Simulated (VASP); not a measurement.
Here is a VASP 6.6.1 calculation.

INCAR

```
ALGO = Normal
EDIFF = 1E-8
ENCUT = 520
GGA = CA
ISIF = 2
ISMEAR = -1
LASPH = T
LCHARG = F
LEFG = T
LREAL = F
LWAVE = F
NBANDS = 19
NELM = 80
PREC = Accurate
SIGMA = 0.03
```

The input KPOINTS:

```
k-points
0
Gamma
  13 13 7
```

Contents of POSCAR:

```
Zr
1.0
    3.2211887832      0.0000000000      0.0000000000
   -1.6105943915      2.7896313165      0.0000000000
    0.0000000000      0.0000000000      5.1297858246
Zr
2
Direct
    0.3333333333      0.6666666667      0.2500000000
    0.6666666667      0.3333333333      0.7500000000
```

Potentials or basis: VASP PAW LDA potentials, release 64 (Zr_sv).

Run with:

```sh
$ cat potpaw_LDA.64/Zr_sv/POTCAR > POTCAR
$ mpirun -np 1 vasp_std > vasp.out
```

Task: Predict the pressure.

Result: -5.2 GPa.

Task: What does it give for the band gap on the k mesh?

Result: Zero (bands 12 and 13 overlap by 1.13 eV).

Stress tensor (GPa, compression positive):
```
-5.47  0.00  0.00
 0.00 -5.47  0.00
 0.00  0.00 -4.59
```

Caveat: the cell stands under tension; without QUAD_EFG the Cq values of the log hold for a quadrupole moment of 1 mb, not for the nuclei.
